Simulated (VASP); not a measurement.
Here is a VASP 6.6.1 calculation.

Contents of INCAR:

```
SYSTEM = La
PREC = Accurate
ENCUT = 520
EDIFF = 1E-8
ISMEAR = -1
SIGMA = 0.05
LREAL = .False.
LASPH = .True.
NELM = 80
ALGO = Normal
ISIF = 2
LWAVE = .False.
LCHARG = .False.
GGA = PE
LEFG = .True.
NBANDS = 12
```

File KPOINTS:

```
regular mesh
0
Gamma
  11 11 11
  0 0 0
```

POSCAR

```
La
1.0
    0.0000000000      2.6655369349      2.6655369349
    2.6655369349      0.0000000000      2.6655369349
    2.6655369349      2.6655369349      0.0000000000
La
1
Direct
    0.0000000000      0.0000000000      0.0000000000
```

Potentials or basis: VASP PAW PBE potentials, release 64 (La).

Run with:

```sh
$ cat potpaw_PBE.64/La/POTCAR > POTCAR
$ mpirun -np 1 vasp_std > vasp.out
```

(1) Estimate the band gap on the k mesh.

(2) Estimate the pressure.

Results:

(1) zero (an odd number of electrons rules out a gap without spin polarisation).

(2) -0.6 GPa.

Caveat: spin-orbit coupling is left out, which moves the levels of the heavy elements.
